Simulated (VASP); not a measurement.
# Ni (Fm-3m) in VASP: a series of runs, part 2 of 2

VASP 6.6.1. The steps go on from the part before.

**4. Single point, PBE, collinear spin, ferromagnetic start**

Input file INCAR:

```
SYSTEM = Ni
PREC = Accurate
ENCUT = 520
EDIFF = 1E-6
ISMEAR = 0
SIGMA = 0.1
LREAL = .False.
LASPH = .True.
NELM = 150
ALGO = Normal
ISIF = 2
LWAVE = .False.
LCHARG = .True.
ISPIN = 2
MAGMOM = 1.5
LORBIT = 11
LMAXMIX = 4
GGA = PE
LELF = .True.
LVHAR = .True.
NBANDS = 15
```

Input file KPOINTS:

```
Automatic mesh
0
Gamma
  16 16 16
  0 0 0
```

Input file POSCAR:

```
Ni
1.0
    2.4917520000      0.0000000000      0.0000000000
    1.2458760000      2.1579205319      0.0000000000
    1.2458760000      0.7193068440      2.0345069885
Ni
1
Direct
    0.0000000000      0.0000000000      0.0000000000
```

Potentials or basis: VASP PAW PBE potentials, release 64 (Ni).

On the command line:

```bash
$ cat potpaw_PBE.64/Ni/POTCAR > POTCAR
$ mpirun -np 1 vasp_std > vasp.out
```

OUTCAR:

```text
SYSTEM = Ni
   PREC = Accurate
   ENCUT = 520
   EDIFF = 1E-6
   ISMEAR = 0
   LREAL = .False.
   LASPH = .True.
   NELM = 150
   ISIF = 2
   ISPIN = 2
   LORBIT = 11
   GGA = PE

 ion  position               nearest neighbor table
   1  0.000  0.000  0.000-

  LATTYP: Found a face centered cubic cell.
 ALAT       =     3.5238694724

  Lattice vectors:

 A1 = (   2.4917520000,   0.0000000000,   0.0000000000)
 A2 = (   1.2458760000,   2.1579205319,   0.0000000000)
 A3 = (   1.2458760000,   0.7193068440,   2.0345069885)

Analysis of symmetry for initial positions (statically):
=====================================================================
 Subroutine PRICEL returns:
 Original cell was already a primitive cell.

 Routine SETGRP: Setting up the symmetry group for a
 face centered cubic supercell.

 Subroutine GETGRP returns: Found 48 space group operations
 (whereof 48 operations were pure point group operations)
 out of a pool of 48 trial point group operations.

The static configuration has the point symmetry O_h .

Analysis of symmetry for dynamics (positions and initial velocities):
=====================================================================
 Subroutine PRICEL returns:
 Original cell was already a primitive cell.

 Routine SETGRP: Setting up the symmetry group for a
 face centered cubic supercell.

 Subroutine GETGRP returns: Found 48 space group operations
 (whereof 48 operations were pure point group operations)
 out of a pool of 48 trial point group operations.

The dynamic configuration has the point symmetry O_h .

Analysis of structural, dynamic, and magnetic symmetry:
=====================================================================
 Subroutine PRICEL returns:
 Original cell was already a primitive cell.

 Routine SETGRP: Setting up the symmetry group for a
 face centered cubic supercell.

 Subroutine GETGRP returns: Found 48 space group operations
 (whereof 48 operations were pure point group operations)
 out of a pool of 48 trial point group operations.

The overall configuration has the point symmetry O_h .

 Subroutine INISYM returns: Found 48 space group operations
 (whereof 48 operations are pure point group operations),
 and found     1 'primitive' translations

----------------------------------------------------------------------------------------

                                     Primitive cell

  volume of cell :      10.9395

  direct lattice vectors                    reciprocal lattice vectors
     2.491752000  0.000000000  0.000000000     0.401324048 -0.231704547 -0.163839857
     1.245876000  2.157920532  0.000000000     0.000000000  0.463409095 -0.163839857
     1.245876000  0.719306844  2.034506989     0.000000000  0.000000000  0.491519570

  length of vectors
     2.491752000  2.491752000  2.491752000     0.491519570  0.491519570  0.491519570

  position of ions in fractional coordinates (direct lattice)
     0.000000000  0.000000000  0.000000000

  ion indices of the primitive-cell ions
   primitive index   ion index
                 1           1

----------------------------------------------------------------------------------------

 KPOINTS: Automatic mesh

Automatic generation of k-mesh.
 Grid dimensions read from file:
 generate k-points for:   16   16   16

 Generating k-lattice:

  Cartesian coordinates                     Fractional coordinates (reciprocal lattice)
     0.025082753 -0.014481534 -0.010239991     0.062500000  0.000000000  0.000000000
     0.000000000  0.028963068 -0.010239991     0.000000000  0.062500000  0.000000000
[... 73 lines left out ...]
   ISMEAR =     0;   SIGMA  =   0.10  broadening in eV -4-tet -1-fermi 0-gaus
   EFERMI_NEDOS =   21; number of points for ismear=-14 and -15
   IALGO  =     38    algorithm
   IMIX   =      4    mixing-type and parameters
     AMIX     =   0.40;   BMIX     =  1.00
     AMIX_MAG =   1.60;   BMIX_MAG =  1.00
  volume/ion in A,a.u.               =      10.94        73.82
  Fermi-wavevector in a.u.,A,eV,Ry     =   1.588821  3.002437 34.345903  2.524353
  Thomas-Fermi vector in A             =   2.687766
   LORBIT       =     11    0 simple, 1 ext, 2 COOP (PROOUT), +10 PAW based schemes
   GGA     = PE    functional components
   LHFCALC =     F    Hartree Fock is set to
   AEXX    =    0.0000 exact exchange contribution
   IVDW    =     0    specifies the selected vdW correction
   LEPSILON=     F    determine dielectric tensor
   LRPA    =     F    only Hartree local field effects (RPA)
 spin polarized calculation
 Gauss-broadening in eV      SIGMA  =   0.10
  energy-cutoff  :      520.00
  volume of cell :       10.94
 maximum number of plane-waves:       306
   NGX =  9   NGY =  9   NGZ =  9

 number of electron      10.0000010 magnetization       0.5959006

 Free energy of the ion-electron system (eV)
  ---------------------------------------------------
  ext. energy  EPLUGINS =         0.00000000
  ---------------------------------------------------
  free energy    TOTEN  =        -5.47461222 eV

  energy without entropy =       -5.46612631  energy(sigma->0) =       -5.47036927

 E-fermi :   9.3040     XC(G=0): -13.2227

 val. band max:        9.2942485369   @ k =   0.3750   0.3125  -0.0000
 cond. band min:       9.3064685927   @ k =   0.3750   0.1875  -0.0000
 fundamental gap:      0.0122200558
 Fermi energy:         9.3040132485

 spin component 1

 k-point     1 :       0.0000    0.0000    0.0000
  band No.  band energies     occupation
      1       0.3283      1.00000
      2       6.8977      1.00000
      3       6.8977      1.00000
      4       6.8977      1.00000
      5       8.0681      1.00000
      6       8.0681      1.00000
      7      32.9754      0.00000
      8      36.7964      0.00000
      9      36.7964      0.00000
     10      36.7964      0.00000
     11      39.7195      0.00000
     12      39.7195      0.00000
     13      39.7195      0.00000
     14      42.6903      0.00000
[... 403 lines left out ...]
      4       6.9984      1.00000
      5       7.9852      1.00000
      6       8.0827      1.00000
      7      31.6029      0.00000
      8      33.2250      0.00000
      9      35.5424      0.00000
     10      37.3726      0.00000
     11      39.8899      0.00000
     12      40.0021      0.00000
     13      42.9692      0.00000
     14      45.0617      0.00000
     15      45.4869      0.00000

 [... further k-points ...]

 spin component 2

 k-point     1 :       0.0000    0.0000    0.0000
  band No.  band energies     occupation
      1       0.2905      1.00000
      2       7.6214      1.00000
      3       7.6214      1.00000
      4       7.6214      1.00000
      5       8.6205      1.00000
      6       8.6205      1.00000
      7      32.8134      0.00000
      8      36.7739      0.00000
      9      36.7739      0.00000
     10      36.7739      0.00000
     11      39.8125      0.00000
     12      39.8125      0.00000
     13      39.8125      0.00000
     14      42.5697      0.00000
[... 403 lines left out ...]
      4       7.7219      1.00000
      5       8.5327      1.00000
      6       8.6377      1.00000
      7      31.5595      0.00000
      8      33.2424      0.00000
      9      35.5053      0.00000
     10      37.3501      0.00000
     11      39.9771      0.00000
     12      39.9866      0.00000
     13      42.9513      0.00000
     14      45.2082      0.00000
     15      45.4834      0.00000

 [... further k-points ...]

------------------------ aborting loop because EDIFF is reached ----------------------------------------

  FORCE on cell =-STRESS in cart. coord.  units (eV):
  Direction    XX          YY          ZZ          XY          YZ          ZX
  --------------------------------------------------------------------------------------
  -------------------------------------------------------------------------------------
  Total       -0.0789347     -0.0789347     -0.0789347      0.0000000     -0.0000000     -0.0000000
  in kB      -11.5605709    -11.5605709    -11.5605709      0.0000000     -0.0000000     -0.0000000
  external PRESSURE =     -11.5605709 kB  Pullay stress =       0.0000000 kB

 VOLUME and BASIS-vectors are now :
 -----------------------------------------------------------------------------
  energy-cutoff  :      520.00
  volume of cell :       10.94
      direct lattice vectors                 reciprocal lattice vectors
     2.491752000  0.000000000  0.000000000     0.401324048 -0.231704547 -0.163839857
     1.245876000  2.157920532  0.000000000     0.000000000  0.463409095 -0.163839857
     1.245876000  0.719306844  2.034506989     0.000000000  0.000000000  0.491519570

 POSITION                                       TOTAL-FORCE (eV/Angst)
 -----------------------------------------------------------------------------------
      0.00000      0.00000      0.00000         0.000000      0.000000      0.000000
 -----------------------------------------------------------------------------------
    total drift:                                0.000000      0.000000      0.000000

  FREE ENERGIE OF THE ION-ELECTRON SYSTEM (eV)
  ---------------------------------------------------
  free  energy   TOTEN  =        -5.4746122240 eV

  energy  without entropy=       -5.4661263121  energy(sigma->0) =       -5.47036927

 total charge

# of ion       s       p       d       tot
------------------------------------------
    1        0.494   0.492   8.314   9.300

 magnetization (x)

# of ion       s       p       d       tot
------------------------------------------
    1       -0.007  -0.025   0.640   0.609
```

OSZICAR:

```text
N       E                     dE             d eps       ncg     rms          rms(c)
DAV:   1     0.325345180252E+02    0.32535E+02   -0.42120E+03  9303   0.862E+02
DAV:   2    -0.503989918214E+01   -0.37574E+02   -0.34788E+02  9757   0.160E+02
DAV:   3    -0.643685541071E+01   -0.13970E+01   -0.13870E+01 10730   0.304E+01
DAV:   4    -0.644526160954E+01   -0.84062E-02   -0.84051E-02 10486   0.224E+00
DAV:   5    -0.644536202793E+01   -0.10042E-03   -0.10042E-03 10984   0.220E-01    0.103E+01
DAV:   6    -0.583569516899E+01    0.60967E+00   -0.13332E+01 12599   0.409E+01    0.616E+00
DAV:   7    -0.549066105617E+01    0.34503E+00   -0.25042E+00 11631   0.156E+01    0.181E+00
DAV:   8    -0.547816031464E+01    0.12501E-01   -0.21687E-02 10467   0.923E-01    0.944E-01
DAV:   9    -0.547531995540E+01    0.28404E-02   -0.19273E-03 13949   0.266E-01    0.301E-01
DAV:  10    -0.547460791749E+01    0.71204E-03   -0.11019E-03 13292   0.193E-01    0.393E-02
DAV:  11    -0.547461127071E+01   -0.33532E-05   -0.17546E-05 11419   0.275E-02    0.249E-02
DAV:  12    -0.547461230407E+01   -0.10334E-05   -0.12799E-06  9725   0.823E-03    0.782E-03
DAV:  13    -0.547461222397E+01    0.80100E-07   -0.31662E-07  7565   0.663E-03
   1 F= -.54746122E+01 E0= -.54703693E+01  d E =-.848591E-02  mag=     0.5963
```

stdout:

```text
POSCAR found type information on POSCAR Ni
 POSCAR found :  1 types and       1 ions
 scaLAPACK will be used
 LDA part: xc-table for (Slater+PW92), standard interpolation
 POSCAR, INCAR and KPOINTS ok, starting setup
 FFT: planning ... GRIDC
 FFT: planning ... GRID_SOFT
 FFT: planning ... GRID
 WAVECAR not read
 entering main loop
```

Wall time 22 s (1 thread of Intel Xeon 6975P-C (Granite Rapids), shared host); peak memory 0.15 GiB.

What came out:

| Property | Result |
| --- | --- |
| Free energy | -5.4746 eV |
| Pressure | -1.2 GPa |
| Net moment | 0.60 μB per cell |
| Site moments | Ni +0.61 μB |
| Valence electrons inside the program's atomic spheres | Ni 9.30 |

Levels at points of the mesh, in eV from the Fermi level:
Spin up:
| k point | band 2 | band 3 | band 4 | band 5 | band 6 | band 7 | band 8 | band 9 |
| --- | --- | --- | --- | --- | --- | --- | --- | --- |
| (0.00, 0.00, 0.00) | -2.41 | -2.41 | -2.41 | -1.24 | -1.24 | 23.67 | 27.49 | 27.49 |
| (0.50, 0.00, 0.00) | -2.39 | -2.39 | -0.59 | -0.59 | -0.29 | 5.63 | 22.16 | 24.58 |
| (0.50, 0.50, 0.00) | -4.16 | -0.53 | -0.46 | -0.46 | 2.44 | 9.18 | 14.77 | 14.77 |
Spin down:
| k point | band 1 | band 2 | band 3 | band 4 | band 5 | band 6 | band 7 | band 8 | band 9 | band 10 |
| --- | --- | --- | --- | --- | --- | --- | --- | --- | --- | --- |
| (0.00, 0.00, 0.00) | -9.01 | -1.68 | -1.68 | -1.68 | -0.68 | -0.68 | 23.51 | 27.47 | 27.47 | 27.47 |
| (0.50, 0.00, 0.00) | -4.39 | -1.80 | -1.80 | -0.35 | 0.13 | 0.13 | 6.03 | 22.02 | 24.66 | 24.66 |
| (0.50, 0.50, 0.00) | -4.28 | -3.56 | 0.04 | 0.37 | 0.37 | 2.40 | 9.40 | 14.78 | 14.78 | 19.81 |

**5. Overview**

| smearing | gap on the mesh (eV) | pressure (GPa) | moment (μB) |
| --- | --- | --- | --- |
| gaussian 0.25 eV | none | -0.6 | 0.61 |
| gaussian 0.15 eV | none | -1.0 | 0.60 |
| gaussian 0.1 eV | none | -1.2 | 0.60 |

Alike in all rows: task single point; level PBE; potentials or basis VASP PAW PBE potentials, release 64 (Ni); spin collinear, ferromagnetic start; cell as given; k mesh 16 × 16 × 16; cutoff (eV) 520.

Every run on the cell as given and a fine mesh finds a metal.

Absolute energies hang on the potentials; compare differences alone.
